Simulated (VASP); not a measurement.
# Cr (Im-3m) in VASP: further runs

Runs on Cr. Level: LDA. Tasks: relaxation of cell and atoms.

Program: VASP 6.6.1. These are calculated values, not measurements. Logs are shortened: lines on timing, memory, paths and dates and some standing lists are left out, and cuts for length are marked.

**1. The cell of the first run**

It takes space group Im-3m (No. 229, cubic). Conventional cell: a = 2.498 Å, b = 2.498 Å, c = 2.498 Å, α = 90.00°, β = 90.00°, γ = 90.00°. Cr (site symmetry m-3m) has 14 Cr at 2.16 to 2.50 Å within 2.9 Å.

**2. Relaxation of cell and atoms, LDA, collinear spin, ferromagnetic start, target pressure 190 GPa, at which the enthalpy is minimised**

Contents of INCAR:

```
PREC = Accurate
ENCUT = 600
EDIFF = 1E-7
ISMEAR = -1
SIGMA = 0.1
LREAL = False
LASPH = True
NELM = 150
ALGO = Normal
ISIF = 3
LWAVE = False
LCHARG = False
ISPIN = 2
MAGMOM = 2
LORBIT = 11
LMAXMIX = 4
IBRION = 2
NSW = 60
EDIFFG = -0.005
PSTRESS = 1900.0
```

Contents of KPOINTS:

```
regular mesh
0
Gamma
  21 21 21
```

Contents of POSCAR:

```
Cr
1.0
   -1.2491722363      1.2491722363      1.2491722363
    1.2491722363     -1.2491722363      1.2491722363
    1.2491722363      1.2491722363     -1.2491722363
Cr
1
Direct
    0.0000000000      0.0000000000      0.0000000000
```

Potentials or basis: VASP PAW LDA potentials, release 64 (Cr_pv).

The run is started by

```
$ cat potpaw_LDA.64/Cr_pv/POTCAR > POTCAR
$ mpirun -np 1 vasp_std > vasp.out
```

OUTCAR:

```text
PREC = Accurate
   ENCUT = 600
   EDIFF = 1E-7
   ISMEAR = -1
   LREAL = False
   LASPH = True
   NELM = 150
   ISIF = 3
   ISPIN = 2
   LORBIT = 11
   IBRION = 2
   NSW = 60
   EDIFFG = -0.005
   PSTRESS = 1900.0

 ion  position               nearest neighbor table
   1  0.000  0.000  0.000-

  LATTYP: Found a body centered cubic cell.
 ALAT       =     2.4983444726

  Lattice vectors:

 A1 = (  -1.2491722363,   1.2491722363,   1.2491722363)
 A2 = (   1.2491722363,  -1.2491722363,   1.2491722363)
 A3 = (   1.2491722363,   1.2491722363,  -1.2491722363)

Analysis of symmetry for initial positions (statically):
=====================================================================
 Subroutine PRICEL returns:
 Original cell was already a primitive cell.

 Routine SETGRP: Setting up the symmetry group for a
 body centered cubic supercell.

 Subroutine GETGRP returns: Found 48 space group operations
 (whereof 48 operations were pure point group operations)
 out of a pool of 48 trial point group operations.

The static configuration has the point symmetry O_h .

Analysis of symmetry for dynamics (positions and initial velocities):
=====================================================================
 Subroutine PRICEL returns:
 Original cell was already a primitive cell.

 Routine SETGRP: Setting up the symmetry group for a
 body centered cubic supercell.

 Subroutine GETGRP returns: Found 48 space group operations
 (whereof 48 operations were pure point group operations)
 out of a pool of 48 trial point group operations.

The dynamic configuration has the point symmetry O_h .

Analysis of structural, dynamic, and magnetic symmetry:
=====================================================================
 Subroutine PRICEL returns:
 Original cell was already a primitive cell.

 Routine SETGRP: Setting up the symmetry group for a
 body centered cubic supercell.

 Subroutine GETGRP returns: Found 48 space group operations
 (whereof 48 operations were pure point group operations)
 out of a pool of 48 trial point group operations.

The overall configuration has the point symmetry O_h .

 Subroutine INISYM returns: Found 48 space group operations
 (whereof 48 operations are pure point group operations),
 and found     1 'primitive' translations

----------------------------------------------------------------------------------------

                                     Primitive cell

[... 103 lines left out ...]
   ISMEAR =    -1;   SIGMA  =   0.10  broadening in eV -4-tet -1-fermi 0-gaus
   EFERMI_NEDOS =   21; number of points for ismear=-14 and -15
   IALGO  =     38    algorithm
   IMIX   =      4    mixing-type and parameters
     AMIX     =   0.40;   BMIX     =  1.00
     AMIX_MAG =   1.60;   BMIX_MAG =  1.00
  volume/ion in A,a.u.               =       7.80        52.62
  Fermi-wavevector in a.u.,A,eV,Ry     =   1.890135  3.571838 48.608337  3.572612
  Thomas-Fermi vector in A             =   2.931571
   LORBIT       =     11    0 simple, 1 ext, 2 COOP (PROOUT), +10 PAW based schemes
   GGA     = CA    functional components
   LHFCALC =     F    Hartree Fock is set to
   AEXX    =    0.0000 exact exchange contribution
   IVDW    =     0    specifies the selected vdW correction
   LEPSILON=     F    determine dielectric tensor
   LRPA    =     F    only Hartree local field effects (RPA)
 conjugate gradient relaxation of ions
 spin polarized calculation
  energy-cutoff  :      600.00
  volume of cell :        7.80
 maximum number of plane-waves:       268
 NGX is ok and might be reduce to    18
   NGX =  9   NGY =  9   NGZ =  9

--------------------------------------- Ionic step        1  -------------------------------------------

 number of electron      12.0000004 magnetization      -0.0004394

 number of electron      12.0000004 magnetization       0.0000849

 Free energy of the ion-electron system (eV)
  ---------------------------------------------------
  ext. energy  EPLUGINS =         0.00000000
  ---------------------------------------------------
  free energy    TOTEN  =        -9.21871089 eV

  energy without entropy =       -9.19912227  energy(sigma->0) =       -9.20891658

------------------------ aborting loop because EDIFF is reached ----------------------------------------

  FORCE on cell =-STRESS in cart. coord.  units (eV):
  Direction    XX          YY          ZZ          XY          YZ          ZX
  --------------------------------------------------------------------------------------
  -------------------------------------------------------------------------------------
  Total        9.6138838      9.6138838      9.6138838      0.0000000     -0.0000000      0.0000000
  in kB     1975.5248253   1975.5248253   1975.5248253      0.0000000     -0.0000000      0.0000000
  external PRESSURE =      75.5248253 kB  Pullay stress =    1900.0000000 kB
[... 104 lines left out ...]
 number of electron      12.0000006 magnetization       0.0000020

 number of electron      12.0000006 magnetization      -0.0000062

 Free energy of the ion-electron system (eV)
  ---------------------------------------------------
  ext. energy  EPLUGINS =         0.00000000
  ---------------------------------------------------
  free energy    TOTEN  =        -9.29195356 eV

  energy without entropy =       -9.27237185  energy(sigma->0) =       -9.28216270

 E-fermi :  17.5101     XC(G=0): -16.4033

 val. band max:       17.4775507631   @ k =  -0.3333   0.3333   0.1905
 cond. band min:      17.5109014601   @ k =  -0.3810   0.3810   0.2857
 fundamental gap:      0.0333506971
 Fermi energy:        17.5101161761

 spin component 1

 k-point     1 :       0.0000    0.0000    0.0000
  band No.  band energies     occupation
      1     -24.1945      1.00000
      2     -24.1945      1.00000
      3     -24.1945      1.00000
      4       8.7554      1.00000
      5      15.7748      1.00000
      6      15.7748      1.00000
      7      15.7748      1.00000
      8      19.0830      0.00000
      9      19.0830      0.00000
     10      23.0990      0.00000
     11      42.5330      0.00000
[... 310 lines left out ...]
  band No.  band energies     occupation
      1     -25.7166      1.00000
      2     -24.6190      1.00000
      3     -24.3016      1.00000
      4      11.5967      1.00000
      5      14.4562      1.00000
      6      15.1129      1.00000
      7      18.2628      0.00054
      8      18.9717      0.00000
      9      19.5449      0.00000
     10      23.0986      0.00000
     11      40.0780      0.00000

 [... further k-points ...]

 spin component 2

 k-point     1 :       0.0000    0.0000    0.0000
  band No.  band energies     occupation
      1     -24.1945      1.00000
      2     -24.1945      1.00000
      3     -24.1945      1.00000
      4       8.7554      1.00000
      5      15.7748      1.00000
      6      15.7748      1.00000
      7      15.7748      1.00000
      8      19.0830      0.00000
      9      19.0830      0.00000
     10      23.0990      0.00000
     11      42.5330      0.00000
[... 354 lines left out ...]
  energy  without entropy=       -9.2723718518  energy(sigma->0) =       -9.28216270

  enthalpy is  TOTEN    =         0.0262163370 eV   P V=        9.3181698939

 reached required accuracy - stopping structural energy minimisation

 total charge

# of ion       s       p       d       tot
------------------------------------------
    1        0.573   6.691   4.945  12.209

 magnetization (x)

# of ion       s       p       d       tot
------------------------------------------
    1       -0.000  -0.000   0.000   0.000
```

Run time: 75 s. Hardware: 1 thread of Intel Xeon Platinum 8488C (Sapphire Rapids), shared host; peak memory 0.16 GiB.

What came out:

```yaml
Free_energy: -9.2920 eV
Relaxed_volume: 7.86 Å³/atom
Relaxed_cell: a = 2.169 Å, b = 2.169 Å, c = 2.169 Å, α = 109.47°, β = 109.47°, γ = 109.47°
Space_group_after_relaxing_to_0.1_Å: Im-3m (No. 229)
Energy_change_on_relaxing_the_run_minimises_the_enthalpy: -73.2 meV/atom
Ionic_steps: 4
Pressure_after_relaxing: 190.0 GPa
Band_gap_on_the_k_mesh: zero (filled and empty bands overlap)
Net_moment: 0.00 μB per cell
```

Step by step:
```
step  energy change (eV)  largest force (eV/Å)  pressure (GPa)  volume (Å³)
   1              0.0000                0.0000          197.55         7.80
   2             -0.4547                0.0000          149.30         8.22
   3             -0.0747                0.0000          189.87         7.86
   4             -0.0732                0.0000          189.95         7.86
```

Final structure:
```
CELL_PARAMETERS angstrom
-1.25240 1.25240 1.25240
1.25240 -1.25240 1.25240
1.25240 1.25240 -1.25240
ATOMIC_POSITIONS crystal
Cr 0.00000 0.00000 0.00000
```

Levels at points of the mesh, in eV from the Fermi level:
Spin up:
```
           k point  band 3  band 4  band 5  band 6  band 7  band 8  band 9  band 10
(0.00, 0.00, 0.00)  -41.70   -8.75   -1.74   -1.74   -1.74    1.57    1.57     5.59
```
Spin down:
| k point | band 3 | band 4 | band 5 | band 6 | band 7 | band 8 | band 9 | band 10 |
| --- | --- | --- | --- | --- | --- | --- | --- | --- |
| (0.00, 0.00, 0.00) | -41.70 | -8.75 | -1.74 | -1.74 | -1.74 | 1.57 | 1.57 | 5.59 |

Caveat: the cell is relaxed towards a set pressure, so the run minimises the enthalpy, not the energy; an empty level that is flat over the whole mesh can mark a ghost state of the potentials, or a narrow d or f band; the moments typed at the start vanished in this run.

**3. Relaxation of cell and atoms, LDA, collinear spin, ferromagnetic start, target pressure 190 GPa, at which the enthalpy is minimised**

This run uses another cell than the first one, of 7.82 Å³/atom.

Contents of INCAR:

```
SYSTEM = Cr
PREC = Accurate ; ENCUT = 600
EDIFF = 1E-6 ; ISMEAR = -1
SIGMA = 0.1 ; LREAL = .False.
LASPH = .True. ; NELM = 150
ALGO = Normal ; ISIF = 3
LWAVE = .False. ; LCHARG = .False.
ISPIN = 2 ; MAGMOM = 2
LORBIT = 11 ; LMAXMIX = 4
GGA = CA ; IBRION = 2
NSW = 32 ; EDIFFG = -0.005
PSTRESS = 1900.0
```

Contents of KPOINTS:

```
regular mesh
0
Gamma
  21 21 21
  0 0 0
```

Contents of POSCAR:

```
Cr
1.0
   -1.2503144577      1.2503144577      1.2503144577
    1.2503144577     -1.2503144577      1.2503144577
    1.2503144577      1.2503144577     -1.2503144577
Cr
1
Direct
    0.0000000000      0.0000000000      0.0000000000
```

Potentials or basis: VASP PAW LDA potentials, release 64 (Cr_pv).

The run is started by

```
$ cat potpaw_LDA.64/Cr_pv/POTCAR > POTCAR
$ mpirun -np 1 vasp_std > vasp.out
```

OUTCAR:

```text
SYSTEM = Cr
   PREC = Accurate
   ENCUT = 600
   EDIFF = 1E-6
   ISMEAR = -1
   LREAL = .False.
   LASPH = .True.
   NELM = 150
   ISIF = 3
   ISPIN = 2
   LORBIT = 11
   GGA = CA
   IBRION = 2
   NSW = 32
   EDIFFG = -0.005
   PSTRESS = 1900.0

 ion  position               nearest neighbor table
   1  0.000  0.000  0.000-

  LATTYP: Found a body centered cubic cell.
 ALAT       =     2.5006289154

  Lattice vectors:

 A1 = (  -1.2503144577,   1.2503144577,   1.2503144577)
 A2 = (   1.2503144577,  -1.2503144577,   1.2503144577)
 A3 = (   1.2503144577,   1.2503144577,  -1.2503144577)

Analysis of symmetry for initial positions (statically):
=====================================================================
 Subroutine PRICEL returns:
 Original cell was already a primitive cell.

 Routine SETGRP: Setting up the symmetry group for a
 body centered cubic supercell.

 Subroutine GETGRP returns: Found 48 space group operations
 (whereof 48 operations were pure point group operations)
 out of a pool of 48 trial point group operations.

The static configuration has the point symmetry O_h .

Analysis of symmetry for dynamics (positions and initial velocities):
=====================================================================
 Subroutine PRICEL returns:
 Original cell was already a primitive cell.

 Routine SETGRP: Setting up the symmetry group for a
 body centered cubic supercell.

 Subroutine GETGRP returns: Found 48 space group operations
 (whereof 48 operations were pure point group operations)
 out of a pool of 48 trial point group operations.

The dynamic configuration has the point symmetry O_h .

Analysis of structural, dynamic, and magnetic symmetry:
=====================================================================
 Subroutine PRICEL returns:
 Original cell was already a primitive cell.

 Routine SETGRP: Setting up the symmetry group for a
 body centered cubic supercell.

 Subroutine GETGRP returns: Found 48 space group operations
 (whereof 48 operations were pure point group operations)
 out of a pool of 48 trial point group operations.

[... 137 lines left out ...]
--------------------------------------- Ionic step        1  -------------------------------------------

 number of electron      12.0000005 magnetization      -0.0000023

 number of electron      12.0000005 magnetization       0.0002515

 Free energy of the ion-electron system (eV)
  ---------------------------------------------------
  ext. energy  EPLUGINS =         0.00000000
  ---------------------------------------------------
  free energy    TOTEN  =        -9.24496067 eV

  energy without entropy =       -9.22537396  energy(sigma->0) =       -9.23516732

------------------------ aborting loop because EDIFF is reached ----------------------------------------

  FORCE on cell =-STRESS in cart. coord.  units (eV):
  Direction    XX          YY          ZZ          XY          YZ          ZX
  --------------------------------------------------------------------------------------
  -------------------------------------------------------------------------------------
  Total        9.5070806      9.5070806      9.5070806     -0.0000000     -0.0000000      0.0000000
  in kB     1948.2290162   1948.2290162   1948.2290162     -0.0000000     -0.0000000      0.0000000
  external PRESSURE =      48.2290162 kB  Pullay stress =    1900.0000000 kB
[... 65 lines left out ...]
 number of electron      12.0000006 magnetization      -0.0000011

 number of electron      12.0000006 magnetization       0.0000009

 Free energy of the ion-electron system (eV)
  ---------------------------------------------------
  ext. energy  EPLUGINS =         0.00000000
  ---------------------------------------------------
  free energy    TOTEN  =        -9.29232485 eV

  energy without entropy =       -9.27274310  energy(sigma->0) =       -9.28253397

 E-fermi :  17.5093     XC(G=0): -16.4031

 val. band max:       17.4767641162   @ k =  -0.3333   0.3333   0.1905
 cond. band min:      17.5101155262   @ k =  -0.3810   0.3810   0.2857
 fundamental gap:      0.0333514100
 Fermi energy:        17.5093082271

 spin component 1

 k-point     1 :       0.0000    0.0000    0.0000
  band No.  band energies     occupation
      1     -24.1954      1.00000
      2     -24.1954      1.00000
      3     -24.1954      1.00000
      4       8.7547      1.00000
      5      15.7741      1.00000
      6      15.7741      1.00000
      7      15.7741      1.00000
      8      19.0821      0.00000
      9      19.0821      0.00000
     10      23.0983      0.00000
     11      42.5320      0.00000
[... 310 lines left out ...]
  band No.  band energies     occupation
      1     -25.7174      1.00000
      2     -24.6199      1.00000
      3     -24.3025      1.00000
      4      11.5959      1.00000
      5      14.4556      1.00000
      6      15.1121      1.00000
      7      18.2620      0.00054
      8      18.9708      0.00000
      9      19.5440      0.00000
     10      23.0979      0.00000
     11      40.0767      0.00000

 [... further k-points ...]

 spin component 2

 k-point     1 :       0.0000    0.0000    0.0000
  band No.  band energies     occupation
      1     -24.1954      1.00000
      2     -24.1954      1.00000
      3     -24.1954      1.00000
      4       8.7547      1.00000
      5      15.7741      1.00000
      6      15.7741      1.00000
      7      15.7741      1.00000
      8      19.0821      0.00000
      9      19.0821      0.00000
     10      23.0983      0.00000
     11      42.5320      0.00000
[... 354 lines left out ...]
  energy  without entropy=       -9.2727430957  energy(sigma->0) =       -9.28253397

  enthalpy is  TOTEN    =         0.0261831163 eV   P V=        9.3185079687

 reached required accuracy - stopping structural energy minimisation

 total charge

# of ion       s       p       d       tot
------------------------------------------
    1        0.573   6.691   4.945  12.209

 magnetization (x)

# of ion       s       p       d       tot
------------------------------------------
    1       -0.000   0.000   0.000   0.000
```

OSZICAR:

```text
N       E                     dE             d eps       ncg     rms          rms(c)
DAV:   1     0.769714838847E+02    0.76971E+02   -0.77172E+03 12816   0.156E+03
DAV:   2    -0.854923425970E+01   -0.85521E+02   -0.81886E+02 12638   0.327E+02
[... 23 lines left out ...]
DAV:   2    -0.929797525135E+01    0.11051E+00   -0.23888E-01 12755   0.917E+00    0.570E-01
DAV:   3    -0.929326440416E+01    0.47108E-02   -0.42594E-03 13601   0.110E+00    0.339E-01
DAV:   4    -0.929232237519E+01    0.94203E-03   -0.13068E-03 13073   0.557E-01    0.399E-02
DAV:   5    -0.929232798947E+01   -0.56143E-05   -0.24906E-05 13904   0.759E-02    0.179E-02
DAV:   6    -0.929232487832E+01    0.31111E-05   -0.70098E-07  8578   0.137E-02    0.106E-03
DAV:   7    -0.929232485233E+01    0.25989E-07   -0.61953E-08  6499   0.395E-03
   3 F= 0.26183116E-01 E0= 0.35973995E-01  d E =-.586060E-03  mag=    -0.0000
```

Run time: 58 s. Hardware: 1 thread of Intel Xeon Platinum 8488C (Sapphire Rapids), shared host; peak memory 0.16 GiB.

What came out:

| Property | Result |
| --- | --- |
| Free energy | -9.2923 eV |
| Relaxed volume | 7.86 Å³/atom |
| Relaxed cell | a = 2.169 Å, b = 2.169 Å, c = 2.169 Å, α = 109.47°, β = 109.47°, γ = 109.47° |
| Space group after relaxing (to 0.1 Å) | Im-3m (No. 229) |
| Energy change on relaxing (the run minimises the enthalpy) | -47.4 meV/atom |
| Ionic steps | 3 |
| Pressure after relaxing | 190.0 GPa |
| Band gap on the k mesh | zero (filled and empty bands overlap) |
| Net moment | 0.00 μB per cell |

Step by step:
| step | energy change (eV) | largest force (eV/Å) | pressure (GPa) | volume (Å³) |
| --- | --- | --- | --- | --- |
| 1 | 0.0000 | 0.0000 | 194.82 | 7.82 |
| 2 | -0.3004 | 0.0000 | 163.21 | 8.09 |
| 3 | -0.0474 | 0.0000 | 189.96 | 7.86 |

Final structure:
```
CELL_PARAMETERS angstrom
-1.25241 1.25241 1.25241
1.25241 -1.25241 1.25241
1.25241 1.25241 -1.25241
ATOMIC_POSITIONS crystal
Cr 0.00000 0.00000 0.00000
```

Caveat: the cell is relaxed towards a set pressure, so the run minimises the enthalpy, not the energy; an empty level that is flat over the whole mesh can mark a ghost state of the potentials, or a narrow d or f band; the moments typed at the start vanished in this run.

The gap in the log of VASP goes by the Fermi energy; the results here count the filled bands.